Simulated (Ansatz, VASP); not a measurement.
# AlN: VASP beside Ansatz

```xyz
8
Lattice="4.3771 0.0000 0.0000 0.0000 -4.3771 0.0000 0.0000 0.0000 -4.3771" Properties=species:S:1:pos:R:3 pbc="T T T"
Al   -0.0891    0.1260    0.0891
Al    2.1886   -2.1886    0.0000
Al    2.1886    0.0000   -2.1886
Al    0.0000   -2.1886   -2.1886
N     3.2829   -3.2829   -3.2829
N     1.0943   -1.0943   -3.2829
N     1.0943   -3.2829   -1.0943
N     3.2829   -1.0943   -1.0943
```

Alike in both runs: task single point; functional PBEsol; k mesh 6 × 6 × 6; occupations gaussian, width 0.05 eV; no spin polarisation.

```csv
,VASP,Ansatz
version,VASP 6.6.1,Ansatz 0.2.0
potentials or method,"VASP PAW PBE potentials, release 64 (Al, N), cutoff 520 eV","scalar-relativistic, plane waves, PAW"
valence electrons in the cell,32,32
```

Ansatz gave:

| Item | Value |
| --- | --- |
| gap on the k mesh at the Fermi level (eV) | 2.77 |
| least direct gap on the mesh (eV) | 2.77 |
| pressure (GPa) | 1.4 |
| traceless stress, the component that is largest in VASP (GPa) | -3.06 |
| rms of the force components (eV/Å) | 1.176 |

Problem. What did VASP give for the same quantities?

Solution. gap on the k mesh at the Fermi level (eV): 2.76; least direct gap on the mesh (eV): 2.76; pressure (GPa): 1.4; traceless stress, the component that is largest in VASP (GPa): -3.11; rms of the force components (eV/Å): 1.184.

VASP's potentials were made for PBE, not for PBEsol, and Ansatz warns of the same on its side. Atom by atom the forces differ by 0.009 eV/Å (rms over components).
